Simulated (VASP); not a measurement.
A run of VASP 6.6.1 is set up as follows.

INCAR

```
ALGO = Normal
EDIFF = 1E-8
ENCUT = 520
GGA = CA
ISIF = 2
ISMEAR = -1
LASPH = True
LCHARG = False
LEFG = True
LREAL = False
LWAVE = False
NBANDS = 11
NELM = 60
PREC = Accurate
SIGMA = 0.08
```

KPOINTS

```
k-points
0
Gamma
  11 11 11
```

File POSCAR:

```
Si
1.0
    0.0000000000      2.6611606000      2.7154700000
    2.6611606000      0.0000000000      2.7154700000
    2.6611606000      2.6611606000      0.0000000000
Si
2
Direct
    0.5000000000      0.5000000000      0.5000000000
    0.7500000000      0.7500000000      0.7500000000
```

Potentials or basis: VASP PAW LDA potentials, release 64 (Si).

The run is started by

```bash
$ cat potpaw_LDA.64/Si/POTCAR > POTCAR
$ mpirun -np 1 vasp_std > vasp.out
```

Predict the pressure.

2.5 GPa.

Predict the band gap on the k mesh.

0.31 eV (least direct gap 2.47 eV).

Stress tensor (GPa, compression positive):
```
3.17 0.00 0.00
0.00 3.17 0.00
0.00 0.00 1.18
```

Caveat: the cell differs from its parent crystal (equal xx and yy strain of -2 %); without QUAD_EFG the Cq values of the log hold for a quadrupole moment of 1 mb, not for the nuclei; an odd mesh through Γ misses points on the zone boundary, where band edges can lie.
